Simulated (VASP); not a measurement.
# MgAl2Cl2 (P-3m1) in VASP: a series of runs

MgAl2Cl2 is run at these levels: PBE; tasks: single point.

Everything below comes from runs of VASP 6.6.1. Logs are shortened: lines on timing, memory, paths and dates and some standing lists are left out, and cuts for length are marked.

### Step 1. The cell of the first run

Symmetry: P-3m1, No. 164, trigonal system. The conventional cell has a = 3.547 Å, b = 3.547 Å, c = 12.982 Å, α = 90.00°, β = 90.00°, γ = 120.00°. Al (site symmetry 3m) has 9 Al at 2.71 to 3.55 Å within 3.6 Å. Within 3.3 Å of Cl (site symmetry 3m) lie 3 Mg at 2.49 Å. Within 3.3 Å of Mg (site symmetry -3m) lie 6 Cl at 2.49 Å.

### Step 2. Single point, PBE

Contents of INCAR:

```
PREC     = Accurate       # precision mode
ENCUT    = 520            # plane-wave cutoff, eV
EDIFF    = 1E-6           # SCF threshold, eV
ISMEAR   = -1             # smearing method
SIGMA    = 0.0429         # smearing width, eV
LREAL    = F              # projectors in reciprocal space
LASPH    = T              # aspherical terms in the spheres
NELM     = 80             # most SCF steps
ALGO     = Normal         # electronic algorithm
ISIF     = 2              # what is computed and relaxed
LWAVE    = F              # write WAVECAR
LCHARG   = T              # write CHGCAR
GGA      = PE             # functional
LELF     = T              # ELF
LVHAR    = T            
NBANDS   = 19             # bands
```

Contents of KPOINTS:

```
regular mesh
0
Gamma
  5 5 3
```

Contents of POSCAR:

```
MgAl2Cl2
1.0
    3.5468253554      0.0000002546      0.0000000000
   -1.7734128982      3.0716407332      0.0000000000
    0.0000000000      0.0000000000     12.9821804544
Al Cl Mg
2 2 1
Direct
    0.3333333333      0.6666666667      0.5681479027
    0.6666666667      0.3333333333      0.4318520973
    0.3333333333      0.6666666667      0.8906879358
    0.6666666667      0.3333333333      0.1093120642
    0.0000000000      0.0000000000      0.0000000000
```

Potentials or basis: VASP PAW PBE potentials, release 64 (Al, Cl, Mg).

The run is started by

```sh
cat potpaw_PBE.64/Al/POTCAR potpaw_PBE.64/Cl/POTCAR potpaw_PBE.64/Mg/POTCAR > POTCAR
mpirun -np 1 vasp_std > vasp.out
```

OUTCAR:

```text
PREC = Accurate
   ENCUT = 520
   EDIFF = 1E-6
   ISMEAR = -1
   LREAL = F
   LASPH = T
   NELM = 80
   ISIF = 2
   GGA = PE

 ion  position               nearest neighbor table
   1  0.333  0.667  0.568-   2 2.71   2 2.71   2 2.71
   2  0.667  0.333  0.432-   1 2.71   1 2.71   1 2.71
   3  0.333  0.667  0.891-   5 2.49   5 2.49   5 2.49
   4  0.667  0.333  0.109-   5 2.49   5 2.49   5 2.49
   5  0.000  0.000  0.000-   3 2.49   4 2.49   3 2.49   4 2.49   4 2.49   3 2.49

  LATTYP: Found a hexagonal cell.
 ALAT       =     3.5468253554
 C/A-ratio  =     3.6602254562

  Lattice vectors:

 A1 = (   3.5468253554,   0.0000002546,   0.0000000000)
 A2 = (  -1.7734128982,   3.0716407332,   0.0000000000)
 A3 = (   0.0000000000,   0.0000000000,  12.9821804544)

Analysis of symmetry for initial positions (statically):
=====================================================================
 Subroutine PRICEL returns:
 Original cell was already a primitive cell.

 Routine SETGRP: Setting up the symmetry group for a
 hexagonal supercell.

 Subroutine GETGRP returns: Found 12 space group operations
 (whereof 12 operations were pure point group operations)
 out of a pool of 24 trial point group operations.

The static configuration has the point symmetry D_3d.

Analysis of symmetry for dynamics (positions and initial velocities):
=====================================================================
 Subroutine PRICEL returns:
 Original cell was already a primitive cell.

 Routine SETGRP: Setting up the symmetry group for a
 hexagonal supercell.

 Subroutine GETGRP returns: Found 12 space group operations
 (whereof 12 operations were pure point group operations)
 out of a pool of 24 trial point group operations.

The dynamic configuration has the point symmetry D_3d.

 Subroutine INISYM returns: Found 12 space group operations
 (whereof 12 operations are pure point group operations),
 and found     1 'primitive' translations

----------------------------------------------------------------------------------------

                                     Primitive cell

  volume of cell :     141.4353

  direct lattice vectors                    reciprocal lattice vectors
     3.546825355  0.000000255  0.000000000     0.281942261  0.162779467  0.000000000
    -1.773412898  3.071640733  0.000000000    -0.000000023  0.325558894  0.000000000
     0.000000000  0.000000000 12.982180454     0.000000000  0.000000000  0.077028663

  length of vectors
     3.546825355  3.546825355 12.982180454     0.325558894  0.325558894  0.077028663

  position of ions in fractional coordinates (direct lattice)
     0.333333333  0.666666667  0.568147903
     0.666666667  0.333333333  0.431852097
     0.333333333  0.666666667  0.890687936
     0.666666667  0.333333333  0.109312064
     0.000000000  0.000000000  0.000000000

  ion indices of the primitive-cell ions
   primitive index   ion index
                 1           1
                 2           2
                 3           3
                 4           4
                 5           5

----------------------------------------------------------------------------------------

 KPOINTS: regular mesh

Automatic generation of k-mesh.
 Grid dimensions read from file:
 generate k-points for:    5    5    3

 Generating k-lattice:

  Cartesian coordinates                     Fractional coordinates (reciprocal lattice)
     0.056388452  0.032555893  0.000000000     0.200000000  0.000000000  0.000000000
    -0.000000005  0.065111779  0.000000000     0.000000000  0.200000000  0.000000000
     0.000000000  0.000000000  0.025676221     0.000000000  0.000000000  0.333333333

  Length of vectors
     0.065111779  0.065111779  0.025676221

  Shift w.r.t. Gamma in fractional coordinates (k-lattice)
     0.000000000  0.000000000  0.000000000

 Subroutine IBZKPT returns following result:
 ===========================================

 Found     12 irreducible k-points:

 Following reciprocal coordinates:
            Coordinates               Weight
  0.000000  0.000000  0.000000      1.000000
  0.200000  0.000000  0.000000      6.000000
  0.400000  0.000000  0.000000      6.000000
  0.200000  0.200000  0.000000      6.000000
  0.400000  0.200000  0.000000      6.000000
  0.000000  0.000000  0.333333      2.000000
  0.200000  0.000000  0.333333      6.000000
  0.000000  0.200000  0.333333      6.000000
  0.400000  0.000000  0.333333      6.000000
  0.000000  0.400000  0.333333      6.000000
  0.200000  0.200000  0.333333     12.000000
  0.400000  0.200000  0.333333     12.000000
   k-points           NKPTS =     12   k-points in BZ     NKDIM =     12   number of bands    NBANDS=     19
   number of dos      NEDOS =    301   number of ions     NIONS =      5
   total plane-waves  NPLWV =  76832
   dimension x,y,z NGX =    28 NGY =   28 NGZ =   98
   dimension x,y,z NGXF=    56 NGYF=   56 NGZF=  196
   ions per type =               2   2   1
   NGX,Y,Z   is equivalent  to a cutoff of  13.12, 13.12, 12.55 a.u.
   NGXF,Y,Z  is equivalent  to a cutoff of  26.25, 26.25, 25.10 a.u.
 SYSTEM =  unknown system
   PREC   = accura    normal or accurate (medium, high low for compatibility)
   ISTART =      0    job   : 0-new  1-cont  2-samecut
   ICHARG =      2    charge: 1-file 2-atom 10-const
   ISPIN  =      1    spin polarized calculation?
   LNONCOLLINEAR =      F non collinear calculations
   LSORBIT =      F    spin-orbit coupling
   LASPH  =      T    aspherical Exc in radial PAW
   ENCUT  =  520.0 eV  38.22 Ry    6.18 a.u.   6.59  6.59 24.14*2*pi/ulx,y,z
   NELM   =     80;   NELMIN=  2; NELMDL= -5     # of ELM steps
   EDIFF  = 0.1E-05   stopping-criterion for ELM
   LREAL  =      F    real-space projection
   EDIFFG = 0.1E-04   stopping-criterion for IOM
   NSW    =      0    number of steps for IOM
   IBRION =     -1    ionic relax: 0-MD 1-quasi-New 2-CG
   NFREE  =      0    steps in history (QN), initial steepest desc. (CG)
   ISIF   =      2    stress and relaxation
   ISYM   =      2    0-nonsym 1-usesym 2-fastsym
   POTIM  = 0.5000    time-step for ionic-motion
   TEBEG  =    0.0;   TEEND  =   0.0 temperature during run
   PSTRESS=    0.0 pullay stress
   NELECT =      22.0000    total number of electrons
   NUPDOWN=      -1.0000    fix difference up-down
   EMIN   =  10.00;   EMAX   =-10.00  energy-range for DOS
   EFERMI =   0.00;   METHOD = LEGACY
   ISMEAR =    -1;   SIGMA  =   0.04  broadening in eV -4-tet -1-fermi 0-gaus
   EFERMI_NEDOS =   21; number of points for ismear=-14 and -15
   IALGO  =     38    algorithm
   IMIX   =      4    mixing-type and parameters
     AMIX     =   0.40;   BMIX     =  1.00
     AMIX_MAG =   1.60;   BMIX_MAG =  1.00
  volume/ion in A,a.u.               =      28.29       190.89
  Fermi-wavevector in a.u.,A,eV,Ry     =   0.880433  1.663778 10.546729  0.775163
  Thomas-Fermi vector in A             =   2.000793
   LORBIT       =      0    0 simple, 1 ext, 2 COOP (PROOUT), +10 PAW based schemes
   GGA     = PE    functional components
   LHFCALC =     F    Hartree Fock is set to
   AEXX    =    0.0000 exact exchange contribution
   IVDW    =     0    specifies the selected vdW correction
   LEPSILON=     F    determine dielectric tensor
   LRPA    =     F    only Hartree local field effects (RPA)
 non-spin polarized calculation
  energy-cutoff  :      520.00
  volume of cell :      141.44
 maximum number of plane-waves:      3877
 NGX is ok and might be reduce to    28
   NGX = 13   NGY = 13   NGZ = 49

 number of electron      22.0000003 magnetization

 Free energy of the ion-electron system (eV)
  ---------------------------------------------------
  ext. energy  EPLUGINS =         0.00000000
  ---------------------------------------------------
  free energy    TOTEN  =       -16.11757548 eV

  energy without entropy =      -16.11207150  energy(sigma->0) =      -16.11482349

 E-fermi :   2.9861     XC(G=0):  -7.6295

 val. band max:        2.8348555358   @ k =   0.4000   0.2000   0.3333
 cond. band min:       3.1407493374   @ k =   0.2000   0.2000   0.0000
 fundamental gap:      0.3058938015
 Fermi energy:         2.9860789828

 k-point     1 :       0.0000    0.0000    0.0000
  band No.  band energies     occupation
      1     -15.0882      2.00000
      2     -14.4533      2.00000
      3      -5.3099      2.00000
      4      -4.2553      2.00000
      5      -2.0839      2.00000
      6      -1.7435      2.00000
[... 11 lines left out ...]
     18       9.5207      0.00000
     19       9.6480      0.00000

 k-point     2 :       0.2000    0.0000    0.0000
  band No.  band energies     occupation
      1     -14.8679      2.00000
      2     -14.3330      2.00000
      3      -4.7031      2.00000
      4      -4.0843      2.00000
      5      -2.9395      2.00000
      6      -2.3393      2.00000
[... 11 lines left out ...]
     18       8.2582      0.00000
     19       9.0046      0.00000

 k-point     3 :       0.4000    0.0000    0.0000
  band No.  band energies     occupation
      1     -14.4296      2.00000
      2     -14.1667      2.00000
      3      -4.5281      2.00000
      4      -4.0691      2.00000
      5      -2.9431      2.00000
      6      -2.7149      2.00000
[... 11 lines left out ...]
     18       7.3946      0.00000
     19       8.1822      0.00000

 k-point     4 :       0.2000    0.2000    0.0000
  band No.  band energies     occupation
      1     -14.5328      2.00000
      2     -14.1865      2.00000
      3      -4.1679      2.00000
      4      -3.6708      2.00000
      5      -3.5026      2.00000
      6      -3.0642      2.00000
[... 11 lines left out ...]
     18       7.8636      0.00000
     19       8.6927      0.00000

 k-point     5 :       0.4000    0.2000    0.0000
  band No.  band energies     occupation
      1     -14.2536      2.00000
      2     -14.1443      2.00000
      3      -4.4616      2.00000
      4      -3.9885      2.00000
      5      -3.2704      2.00000
      6      -2.8069      2.00000
[... 11 lines left out ...]
     18       7.5377      0.00000
     19       7.7603      0.00000

 k-point     6 :       0.0000    0.0000    0.3333
  band No.  band energies     occupation
      1     -15.0882      2.00000
      2     -14.4532      2.00000
      3      -5.3072      2.00000
      4      -4.2653      2.00000
      5      -2.0342      2.00000
      6      -1.7435      2.00000
[... 11 lines left out ...]
     18       9.3403      0.00000
     19       9.4949      0.00000

 k-point     7 :       0.2000    0.0000    0.3333
  band No.  band energies     occupation
      1     -14.8679      2.00000
      2     -14.3330      2.00000
      3      -4.6992      2.00000
      4      -4.0930      2.00000
      5      -2.9379      2.00000
      6      -2.3409      2.00000
[... 11 lines left out ...]
     18       8.5973      0.00000
     19       8.7983      0.00000

 k-point     8 :       0.0000    0.2000    0.3333
  band No.  band energies     occupation
      1     -14.8679      2.00000
      2     -14.3330      2.00000
      3      -4.6992      2.00000
      4      -4.0932      2.00000
      5      -2.9352      2.00000
      6      -2.3453      2.00000
[... 11 lines left out ...]
     18       8.2569      0.00000
     19       8.9134      0.00000

 k-point     9 :       0.4000    0.0000    0.3333
  band No.  band energies     occupation
      1     -14.4296      2.00000
      2     -14.1667      2.00000
      3      -4.5282      2.00000
      4      -4.0690      2.00000
      5      -2.9286      2.00000
      6      -2.7370      2.00000
[... 11 lines left out ...]
     18       7.4181      0.00000
     19       8.1659      0.00000

 k-point    10 :       0.0000    0.4000    0.3333
  band No.  band energies     occupation
      1     -14.4296      2.00000
      2     -14.1667      2.00000
      3      -4.5281      2.00000
      4      -4.0694      2.00000
      5      -2.9252      2.00000
      6      -2.7383      2.00000
[... 11 lines left out ...]
     18       7.3481      0.00000
     19       8.0735      0.00000

 k-point    11 :       0.2000    0.2000    0.3333
  band No.  band energies     occupation
      1     -14.5328      2.00000
      2     -14.1865      2.00000
      3      -4.1674      2.00000
      4      -3.6770      2.00000
      5      -3.4910      2.00000
      6      -3.0728      2.00000
[... 11 lines left out ...]
     18       7.9014      0.00000
     19       8.6497      0.00000

 k-point    12 :       0.4000    0.2000    0.3333
  band No.  band energies     occupation
      1     -14.2536      2.00000
      2     -14.1443      2.00000
      3      -4.4616      2.00000
      4      -3.9886      2.00000
      5      -3.2705      2.00000
      6      -2.8066      2.00000
[... 11 lines left out ...]
     18       7.8010      0.00000
     19       8.0137      0.00000

------------------------ aborting loop because EDIFF is reached ----------------------------------------

  FORCE on cell =-STRESS in cart. coord.  units (eV):
  Direction    XX          YY          ZZ          XY          YZ          ZX
  --------------------------------------------------------------------------------------
  -------------------------------------------------------------------------------------
  Total       -0.1167386     -0.1167386     -0.0437904      0.0000000      0.0000000     -0.0000000
  in kB       -1.3224138     -1.3224138     -0.4960575      0.0000000      0.0000000     -0.0000000
  external PRESSURE =      -1.0469617 kB  Pullay stress =       0.0000000 kB

 VOLUME and BASIS-vectors are now :
 -----------------------------------------------------------------------------
  energy-cutoff  :      520.00
  volume of cell :      141.44
      direct lattice vectors                 reciprocal lattice vectors
     3.546825355  0.000000255  0.000000000     0.281942261  0.162779467  0.000000000
    -1.773412898  3.071640733  0.000000000    -0.000000023  0.325558894  0.000000000
     0.000000000  0.000000000 12.982180454     0.000000000  0.000000000  0.077028663

 POSITION                                       TOTAL-FORCE (eV/Angst)
 -----------------------------------------------------------------------------------
     -0.00000      2.04776      7.37580         0.000000     -0.000000     -0.009387
      1.77341      1.02388      5.60638         0.000000     -0.000000      0.009387
     -0.00000      2.04776     11.56307        -0.000000      0.000000      0.018534
      1.77341      1.02388      1.41911        -0.000000     -0.000000     -0.018534
      0.00000      0.00000      0.00000         0.000000     -0.000000      0.000000
 -----------------------------------------------------------------------------------
    total drift:                                0.000000     -0.000000      0.000000

  FREE ENERGIE OF THE ION-ELECTRON SYSTEM (eV)
  ---------------------------------------------------
  free  energy   TOTEN  =       -16.1175754838 eV

  energy  without entropy=      -16.1120714976  energy(sigma->0) =      -16.11482349
```

It took 24 s on 1 thread of Intel Xeon 6975P-C (Granite Rapids), shared host; peak memory 0.26 GiB.

What came out:

```yaml
Free_energy: -16.1176 eV
Pressure: -0.1 GPa
Largest_force: 0.019 eV/Å
Band_gap_on_the_k_mesh: zero (band 11 reaches 3.28 eV, above the bottom of band 12 at 2.83 eV)
```

Forces in eV/Å, atoms in the order of the input:
```
Al   0.000  0.000 -0.009
Al   0.000  0.000  0.009
Cl   0.000  0.000  0.019
Cl   0.000  0.000 -0.019
Mg   0.000  0.000  0.000
```

Stress tensor (GPa, compression positive):
```
-0.13  0.00  0.00
 0.00 -0.13  0.00
 0.00  0.00 -0.05
```

Levels at points of the mesh, in eV from the Fermi level:
```
           k point  band 9  band 10  band 11  band 12  band 13  band 14
(0.00, 0.00, 0.00)   -4.39    -3.89    -0.35     2.16     3.01     4.19
```

Caveat: the k points lie up to 0.41 Å⁻¹ apart.

(Continued in part 2 of 2.)
